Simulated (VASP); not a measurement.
# CoO (P3m1) in VASP: a series of runs

The runs below take CoO through single point, with PBEsol.

Everything below comes from runs of VASP 6.6.1. Logs are shortened: lines on timing, memory, paths and dates and some standing lists are left out, and cuts for length are marked.

### 1 The cell of the first run

The typed cell holds 4 atoms: a = 3.198 Å, b = 3.198 Å, c = 5.229 Å, α = 90.00°, β = 90.00°, γ = 120.00°.

### 2 Single point, PBEsol

INCAR

```
SYSTEM = CoO
PREC = Accurate ; ENCUT = 520
EDIFF = 1E-6 ; ISMEAR = 0
SIGMA = 0.1 ; LREAL = .FALSE.
LASPH = .TRUE. ; NELM = 100
ALGO = Normal ; ISIF = 2
LWAVE = .FALSE. ; LCHARG = .TRUE.
GGA = PS ; LELF = .TRUE.
LVHAR = .TRUE. ; NBANDS = 23
```

KPOINTS

```
regular mesh
0
G
  18 18 8
  0 0 0
```

POSCAR

```
CoO
1.0
    3.1976457435      0.0000000000      0.0000000000
   -1.5988228718      2.7692424462      0.0000000000
    0.0000000000      0.0000000000      5.2287097100
Co O
2 2
Direct
    0.0000000000      0.0000000000      0.0034741400
    0.3333333333      0.6666666667      0.5033624100
    0.0000000000      0.0000000000      0.3716088500
    0.3333333333      0.6666666667      0.8715556000
```

Potentials or basis: VASP PAW PBE potentials, release 64 (Co, O).

Command:

```bash
cat potpaw_PBE.64/Co/POTCAR potpaw_PBE.64/O/POTCAR > POTCAR
mpirun -np 1 vasp_std > vasp.out
```

OUTCAR:

```text
SYSTEM = CoO
   PREC = Accurate
   ENCUT = 520
   EDIFF = 1E-6
   ISMEAR = 0
   LREAL = .FALSE.
   LASPH = .TRUE.
   NELM = 100
   ISIF = 2
   GGA = PS

 ion  position               nearest neighbor table
   1  0.000  0.000  0.003-   3 1.92   4 1.97   4 1.97   4 1.97
   2  0.333  0.667  0.503-   4 1.93   3 1.97   3 1.97   3 1.97
   3  0.000  0.000  0.372-   1 1.92   2 1.97   2 1.97   2 1.97
   4  0.333  0.667  0.872-   2 1.93   1 1.97   1 1.97   1 1.97

  LATTYP: Found a hexagonal cell.
 ALAT       =     3.1976457435
 C/A-ratio  =     1.6351747909

  Lattice vectors:

 A1 = (   3.1976457435,   0.0000000000,   0.0000000000)
 A2 = (  -1.5988228718,   2.7692424462,   0.0000000000)
 A3 = (   0.0000000000,   0.0000000000,   5.2287097100)

Analysis of symmetry for initial positions (statically):
=====================================================================
 Subroutine PRICEL returns:
 Original cell was already a primitive cell.

 Routine SETGRP: Setting up the symmetry group for a
 hexagonal supercell.

 Subroutine GETGRP returns: Found  6 space group operations
 (whereof  6 operations were pure point group operations)
 out of a pool of 24 trial point group operations.

The static configuration has the point symmetry C_3v.

Analysis of symmetry for dynamics (positions and initial velocities):
=====================================================================
 Subroutine PRICEL returns:
 Original cell was already a primitive cell.

 Routine SETGRP: Setting up the symmetry group for a
 hexagonal supercell.

 Subroutine GETGRP returns: Found  6 space group operations
 (whereof  6 operations were pure point group operations)
 out of a pool of 24 trial point group operations.

The dynamic configuration has the point symmetry C_3v.

 Subroutine INISYM returns: Found  6 space group operations
 (whereof  6 operations are pure point group operations),
 and found     1 'primitive' translations

----------------------------------------------------------------------------------------

                                     Primitive cell

  volume of cell :      46.3005

  direct lattice vectors                    reciprocal lattice vectors
     3.197645743  0.000000000  0.000000000     0.312730077  0.180554794  0.000000000
    -1.598822872  2.769242446  0.000000000     0.000000000  0.361109588  0.000000000
     0.000000000  0.000000000  5.228709710     0.000000000  0.000000000  0.191251773

  length of vectors
     3.197645743  3.197645744  5.228709710     0.361109588  0.361109588  0.191251773

  position of ions in fractional coordinates (direct lattice)
     0.000000000  0.000000000  0.003474140
     0.333333333  0.666666667  0.503362410
     0.000000000  0.000000000  0.371608850
     0.333333333  0.666666667  0.871555600

  ion indices of the primitive-cell ions
   primitive index   ion index
                 1           1
                 2           2
                 3           3
                 4           4

----------------------------------------------------------------------------------------

 KPOINTS: regular mesh

Automatic generation of k-mesh.
 Grid dimensions read from file:
 generate k-points for:   18   18    8

 Generating k-lattice:

  Cartesian coordinates                     Fractional coordinates (reciprocal lattice)
     0.017373893  0.010030822  0.000000000     0.055555556 -0.000000000  0.000000000
     0.000000000  0.020061644  0.000000000     0.000000000  0.055555556  0.000000000
     0.000000000  0.000000000  0.023906472     0.000000000  0.000000000  0.125000000

  Length of vectors
     0.020061644  0.020061644  0.023906472

  Shift w.r.t. Gamma in fractional coordinates (k-lattice)
     0.000000000  0.000000000  0.000000000

 Subroutine IBZKPT returns following result:
 ===========================================

 Found    266 irreducible k-points:

 Following reciprocal coordinates:
            Coordinates               Weight
  0.000000  0.000000  0.000000      1.000000
  0.055556 -0.000000  0.000000      6.000000
  0.111111 -0.000000  0.000000      6.000000
  0.166667  0.000000  0.000000      6.000000
  0.222222 -0.000000  0.000000      6.000000
  0.277778  0.000000  0.000000      6.000000
[... 16 lines left out ...]
  0.333333  0.111111  0.000000     12.000000
  0.388889  0.111111  0.000000     12.000000
 [... further k-points ...]
   k-points           NKPTS =    266   k-points in BZ     NKDIM =    266   number of bands    NBANDS=     23
   number of dos      NEDOS =    301   number of ions     NIONS =      4
   total plane-waves  NPLWV =  23040
   dimension x,y,z NGX =    24 NGY =   24 NGZ =   40
   dimension x,y,z NGXF=    48 NGYF=   48 NGZF=   80
   ions per type =               2   2
   NGX,Y,Z   is equivalent  to a cutoff of  12.48, 12.48, 12.72 a.u.
   NGXF,Y,Z  is equivalent  to a cutoff of  24.96, 24.96, 25.44 a.u.
 SYSTEM =  CoO
   PREC   = accura    normal or accurate (medium, high low for compatibility)
   ISTART =      0    job   : 0-new  1-cont  2-samecut
   ICHARG =      2    charge: 1-file 2-atom 10-const
   ISPIN  =      1    spin polarized calculation?
   LNONCOLLINEAR =      F non collinear calculations
   LSORBIT =      F    spin-orbit coupling
   LASPH  =      T    aspherical Exc in radial PAW
   ENCUT  =  520.0 eV  38.22 Ry    6.18 a.u.   5.95  5.95  9.72*2*pi/ulx,y,z
   NELM   =    100;   NELMIN=  2; NELMDL= -5     # of ELM steps
   EDIFF  = 0.1E-05   stopping-criterion for ELM
   LREAL  =      F    real-space projection
[... 7 lines left out ...]
   TEBEG  =    0.0;   TEEND  =   0.0 temperature during run
   PSTRESS=    0.0 pullay stress
   NELECT =      30.0000    total number of electrons
   NUPDOWN=      -1.0000    fix difference up-down
   EMIN   =  10.00;   EMAX   =-10.00  energy-range for DOS
   EFERMI =   0.00;   METHOD = LEGACY
   ISMEAR =     0;   SIGMA  =   0.10  broadening in eV -4-tet -1-fermi 0-gaus
   EFERMI_NEDOS =   21; number of points for ismear=-14 and -15
   IALGO  =     38    algorithm
   IMIX   =      4    mixing-type and parameters
     AMIX     =   0.40;   BMIX     =  1.00
     AMIX_MAG =   1.60;   BMIX_MAG =  1.00
  volume/ion in A,a.u.               =      11.58        78.11
  Fermi-wavevector in a.u.,A,eV,Ry     =   1.416620  2.677023 27.304329  2.006812
  Thomas-Fermi vector in A             =   2.537935
   LORBIT       =      0    0 simple, 1 ext, 2 COOP (PROOUT), +10 PAW based schemes
   GGA     = PS    functional components
   LHFCALC =     F    Hartree Fock is set to
   AEXX    =    0.0000 exact exchange contribution
   IVDW    =     0    specifies the selected vdW correction
   LEPSILON=     F    determine dielectric tensor
   LRPA    =     F    only Hartree local field effects (RPA)
 non-spin polarized calculation
 Gauss-broadening in eV      SIGMA  =   0.10
  energy-cutoff  :      520.00
  volume of cell :       46.30
 maximum number of plane-waves:      1272
   NGX = 11   NGY = 11   NGZ = 19

 number of electron      30.0000009 magnetization

 Free energy of the ion-electron system (eV)
  ---------------------------------------------------
  ext. energy  EPLUGINS =         0.00000000
  ---------------------------------------------------
  free energy    TOTEN  =       -27.59917824 eV

  energy without entropy =      -27.56736675  energy(sigma->0) =      -27.58327250

 E-fermi :   5.7770     XC(G=0): -11.4444

 val. band max:        5.7766043419   @ k =   0.0000   0.3333   0.2500
 cond. band min:       5.7771646471   @ k =   0.3333   0.0000   0.2500
 fundamental gap:      0.0005603052
 Fermi energy:         5.7769886069

 k-point     1 :       0.0000    0.0000    0.0000
  band No.  band energies     occupation
      1     -14.3515      2.00000
      2     -13.7289      2.00000
      3      -1.3261      2.00000
      4      -0.0547      2.00000
      5       0.0967      2.00000
      6       0.0967      2.00000
[... 15 lines left out ...]
     22      19.5858      0.00000
     23      19.5859      0.00000

 k-point     2 :       0.0556   -0.0000    0.0000
  band No.  band energies     occupation
      1     -14.3360      2.00000
      2     -13.7219      2.00000
      3      -1.2965      2.00000
      4      -0.0473      2.00000
      5       0.0399      2.00000
      6       0.1030      2.00000
[... 15 lines left out ...]
     22      18.9394      0.00000
     23      19.5410      0.00000

 k-point     3 :       0.1111   -0.0000    0.0000
  band No.  band energies     occupation
      1     -14.2905      2.00000
      2     -13.7021      2.00000
      3      -1.2108      2.00000
      4      -0.1252      2.00000
      5      -0.0137      2.00000
      6       0.1208      2.00000
[... 15 lines left out ...]
     22      17.9514      0.00000
     23      19.4675      0.00000

 k-point     4 :       0.1667    0.0000    0.0000
  band No.  band energies     occupation
      1     -14.2192      2.00000
      2     -13.6724      2.00000
      3      -1.0787      2.00000
      4      -0.3328      2.00000
      5       0.0032      2.00000
      6       0.1155      2.00000
[... 15 lines left out ...]
     22      16.9178      0.00000
     23      19.1256      0.00000

 k-point     5 :       0.2222   -0.0000    0.0000
  band No.  band energies     occupation
      1     -14.1290      2.00000
      2     -13.6380      2.00000
      3      -0.9243      2.00000
      4      -0.5407      2.00000
      5      -0.1046      2.00000
      6       0.1093      2.00000
[... 15 lines left out ...]
     22      15.9309      0.00000
     23      18.5110      0.00000

 k-point     6 :       0.2778    0.0000    0.0000
  band No.  band energies     occupation
      1     -14.0282      2.00000
      2     -13.6042      2.00000
      3      -0.8549      2.00000
      4      -0.6339      2.00000
      5      -0.2666      2.00000
      6       0.1580      2.00000
[... 15 lines left out ...]
     22      15.0309      0.00000
     23      17.9966      0.00000

 k-point     7 :       0.3333    0.0000    0.0000
  band No.  band energies     occupation
      1     -13.9271      2.00000
      2     -13.5771      2.00000
      3      -0.9552      2.00000
      4      -0.5994      2.00000
      5      -0.3484      2.00000
      6       0.2064      2.00000
[... 353 lines left out ...]
     22      15.9258      0.00000
     23      17.4783      0.00000

 k-point    21 :       0.2222    0.1111    0.0000
  band No.  band energies     occupation
      1     -13.9965      2.00000
      2     -13.5947      2.00000
      3      -0.8034      2.00000
      4      -0.6527      2.00000
      5      -0.2311      2.00000
      6       0.1208      2.00000
[... 15 lines left out ...]
     22      15.1322      0.00000
     23      17.1488      0.00000

 k-point    22 :       0.2778    0.1111    0.0000
  band No.  band energies     occupation
      1     -13.8999      2.00000
      2     -13.5710      2.00000
      3      -0.9054      2.00000
      4      -0.5851      2.00000
      5      -0.2913      2.00000
      6       0.1563      2.00000
[... 15 lines left out ...]
     22      14.6004      0.00000
     23      17.0293      0.00000

 k-point    23 :       0.3333    0.1111    0.0000
  band No.  band energies     occupation
      1     -13.8136      2.00000
      2     -13.5583      2.00000
      3      -0.9679      2.00000
      4      -0.6510      2.00000
      5      -0.2240      2.00000
      6       0.1709      2.00000
[... 15 lines left out ...]
     22      14.9873      0.00000
     23      17.0149      0.00000

 k-point    24 :       0.3889    0.1111    0.0000
  band No.  band energies     occupation
      1     -13.7500      2.00000
      2     -13.5570      2.00000
      3      -0.9838      2.00000
      4      -0.7466      2.00000
      5      -0.1473      2.00000
      6       0.1704      2.00000
[... 15 lines left out ...]
     22      15.1887      0.00000
     23      16.7428      0.00000

 [... further k-points ...]
[... 5 lines left out ...]
  --------------------------------------------------------------------------------------
  -------------------------------------------------------------------------------------
  Total       -7.1217713     -7.1217713     -4.9823659      0.0000000      0.0000000      0.0000000
  in kB     -246.4408764   -246.4408764   -172.4091621      0.0000000      0.0000000      0.0000000
  external PRESSURE =    -221.7636383 kB  Pullay stress =       0.0000000 kB

 VOLUME and BASIS-vectors are now :
 -----------------------------------------------------------------------------
  energy-cutoff  :      520.00
  volume of cell :       46.30
      direct lattice vectors                 reciprocal lattice vectors
     3.197645743  0.000000000  0.000000000     0.312730077  0.180554794  0.000000000
    -1.598822872  2.769242446  0.000000000     0.000000000  0.361109588  0.000000000
     0.000000000  0.000000000  5.228709710     0.000000000  0.000000000  0.191251773

 POSITION                                       TOTAL-FORCE (eV/Angst)
 -----------------------------------------------------------------------------------
      0.00000      0.00000      0.01817        -0.000000      0.000000     -0.094081
     -0.00000      1.84616      2.63194        -0.000000      0.000000     -0.091622
      0.00000      0.00000      1.94303        -0.000000      0.000000      0.094318
     -0.00000      1.84616      4.55711         0.000000     -0.000000      0.091385
 -----------------------------------------------------------------------------------
    total drift:                               -0.000000     -0.000001     -0.000532

  FREE ENERGIE OF THE ION-ELECTRON SYSTEM (eV)
  ---------------------------------------------------
  free  energy   TOTEN  =       -27.5991782439 eV

  energy  without entropy=      -27.5673667533  energy(sigma->0) =      -27.58327250
```

Wall time 6.7 min (1 thread of Intel Xeon 8259CL, shared host); peak memory 0.35 GiB.

Results:

* Free energy: -27.5992 eV
* Pressure: -22.2 GPa
* Largest force: 0.094 eV/Å
* Band gap on the k mesh: zero (bands 15 and 16 overlap by 1.26 eV)

Forces on the atoms (eV/Å):
```
Co   0.000  0.000 -0.094
Co   0.000  0.000 -0.092
O    0.000  0.000  0.094
O    0.000  0.000  0.091
```

Levels at points of the mesh, in eV from the Fermi level:
```csv
k point,band 11,band 12,band 13,band 14,band 15,band 16,band 17,band 18,band 19,band 20
"(0.00, 0.00, 0.00)",-1.05,-0.91,-0.91,0.20,0.40,0.40,1.22,1.31,1.31,5.56
"(0.50, 0.00, 0.00)",-0.97,-0.95,-0.94,-0.76,-0.48,-0.34,0.51,0.58,5.79,6.11
"(0.00, 0.00, 0.50)",-1.10,-1.10,0.01,0.01,0.82,0.82,0.82,0.82,2.75,2.75
"(0.50, 0.00, 0.50)",-0.91,-0.91,-0.81,-0.81,0.04,0.04,0.11,0.11,5.65,5.65
```

Caveat: the stress differs along the axes, from -25 to -17 GPa; the PAW data sets were made with another functional, which shifts forces and pressure a little; the run has no spin polarisation, though such a crystal can be magnetic; semilocal functionals often make such compounds metallic where correlation or magnetic order opens a gap, which also shifts bond lengths. Spin polarisation is off, so any magnetic state and its effect on volume and gap are missing.

### 3 Single point, PBEsol, collinear spin, antiferromagnetic start

INCAR

```
SYSTEM = CoO
  PREC = Accurate
  ENCUT = 520
  EDIFF = 1E-7
  ISMEAR = 0
  SIGMA = 0.1
  LREAL = .False.
  LASPH = .True.
  NELM = 150
  ALGO = Normal
  ISIF = 2
  LWAVE = .False.
  LCHARG = .False.
  ISPIN = 2
  MAGMOM = 2.29 -2.29 -0.17 0.17
  LORBIT = 11
  LMAXMIX = 4
  GGA = PS
  NBANDS = 27
```

KPOINTS

```
regular mesh
0
Gamma
  18 18 8
  0 0 0
```

POSCAR

```
CoO
1.0
    3.1976457435      0.0000000000      0.0000000000
   -1.5988228718      2.7692424462      0.0000000000
    0.0000000000      0.0000000000      5.2287097100
Co O
2 2
Direct
    0.0000000000      0.0000000000      0.0034741400
    0.3333333300      0.6666666700      0.5033624100
    0.0000000000      0.0000000000      0.3716088500
    0.3333333300      0.6666666700      0.8715556000
```

Potentials or basis: VASP PAW PBE potentials, release 64 (Co, O).

Command:

```bash
cat potpaw_PBE.64/Co/POTCAR potpaw_PBE.64/O/POTCAR > POTCAR
mpirun -np 1 vasp_std > vasp.out
```

It took 12 min on 1 thread of Oxide Virtual Turin-like, shared host; peak memory 0.5 GiB.

Results (log left out):

```
Free energy                                           : -28.3999 eV
Pressure                                              : -9.9 GPa
Largest force                                         : 0.109 eV/Å
Band gap on the k mesh                                : zero (filled and empty bands overlap)
Net moment                                            : 0.00 μB per cell
Site moments                                          : Co +2.24, -2.24; O -0.16, +0.16 μB
Valence electrons inside the program's atomic spheres : Co 8.00; O 4.96
```

Forces on the atoms (eV/Å):
```
Co   0.000  0.000  0.104
Co   0.000  0.000  0.109
O    0.000  0.000 -0.107
O    0.000  0.000 -0.106
```

Stress tensor (GPa, compression positive):
```
-10.50   0.00   0.00
  0.00 -10.50   0.00
  0.00   0.00  -8.69
```

Levels at points of the mesh, in eV from the Fermi level:
Spin up:
```
           k point  band 11  band 12  band 13  band 14  band 15  band 16  band 17  band 18  band 19  band 20
(0.00, 0.00, 0.00)    -1.73    -0.96    -0.96    -0.01    -0.01     0.15     1.53     1.96     1.96     5.47
(0.50, 0.00, 0.00)    -1.98    -1.88    -1.38    -0.27    -0.15    -0.02     0.72     1.19     5.72     6.08
(0.00, 0.00, 0.50)    -1.33    -0.91    -0.91     0.03     0.03     0.85     1.82     1.82     2.57     2.99
(0.50, 0.00, 0.50)    -1.90    -1.50    -1.27    -0.37    -0.20     0.09     0.83     1.08     5.37     5.74
```
Spin down:
| k point | band 11 | band 12 | band 13 | band 14 | band 15 | band 16 | band 17 | band 18 | band 19 | band 20 |
| --- | --- | --- | --- | --- | --- | --- | --- | --- | --- | --- |
| (0.00, 0.00, 0.00) | -1.73 | -0.96 | -0.96 | -0.01 | -0.01 | 0.15 | 1.53 | 1.96 | 1.96 | 5.47 |
| (0.50, 0.00, 0.00) | -1.98 | -1.88 | -1.38 | -0.27 | -0.15 | -0.02 | 0.72 | 1.19 | 5.72 | 6.08 |
| (0.00, 0.00, 0.50) | -1.33 | -0.91 | -0.91 | 0.03 | 0.03 | 0.85 | 1.82 | 1.82 | 2.57 | 2.99 |
| (0.50, 0.00, 0.50) | -1.90 | -1.50 | -1.26 | -0.37 | -0.20 | 0.09 | 0.83 | 1.08 | 5.37 | 5.74 |

Caveat: the cell stands under tension; the PAW data sets were made with another functional, which shifts forces and pressure a little; semilocal functionals often make such compounds metallic where correlation or magnetic order opens a gap, which also shifts bond lengths. With open d or f shells a metallic result of PBEsol can be an artefact of self-interaction; +U or a hybrid may open a gap.

[end of part 1 of 2]
